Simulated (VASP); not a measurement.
Wanted: the native input for a VASP 6.6.1 run.

* Task: single point
* Functional: PBE
* Potentials or basis: VASP PAW PBE potentials, release 64 (Ir, Cl)
* Cutoff: 520 eV
* k mesh: 10 × 7 × 1
* Occupations: gaussian, width 0.1 eV
* Spin: no spin polarisation
* Dipole correction: yes
* Further INCAR settings: ALGO = Fast; EDIFF = 1e-06; NBANDS = 30

The structure of Ir4Cl lies in POSCAR:

```
Ir4Cl
1.0
    2.7367600872      0.0000000000      0.0000000000
    0.0000000000      3.8703632323      0.0000000000
    0.0000000000      0.0000000000     19.4599433730
Ir Cl
4 1
Direct
    0.5000000000      0.5000000000      0.2055504440
    0.0000000000      0.0000000000      0.2758682254
    0.5000000000      0.5000000000      0.3454282605
    0.0000000000      0.0000000000      0.4090424736
    0.3333333333      0.3750000000      0.5048770086
```

The input as run:

INCAR

```
SYSTEM = Ir4Cl
ALGO = Fast ; DIPOL = 0.5 0.5 0.348
EDIFF = 1E-6 ; ENCUT = 520
GGA = PE ; IDIPOL = 3
ISIF = 2 ; ISMEAR = 0
LASPH = .True. ; LCHARG = .False.
LDIPOL = .True. ; LREAL = .False.
LWAVE = .False. ; NBANDS = 30
NELM = 60 ; PREC = Accurate
SIGMA = 0.1
```

KPOINTS

```
k-points
0
Gamma
  10 7 1
  0 0 0
```

Potentials or basis: VASP PAW PBE potentials, release 64 (Ir, Cl).

Launch:

```bash
$ cat potpaw_PBE.64/Ir/POTCAR potpaw_PBE.64/Cl/POTCAR > POTCAR
$ mpirun -np 1 vasp_std > vasp.out
```

Results of the run:

```
Largest force          : 1.537 eV/Å
Band gap on the k mesh : zero (an odd number of electrons rules out a gap without spin polarisation)
```

Caveat: spin-orbit coupling is left out, which moves the levels of the heavy elements.

Wall time 11 min on 1 thread of Oxide Virtual Turin-like Processor, with other jobs on the host, peak memory 0.36 GiB.
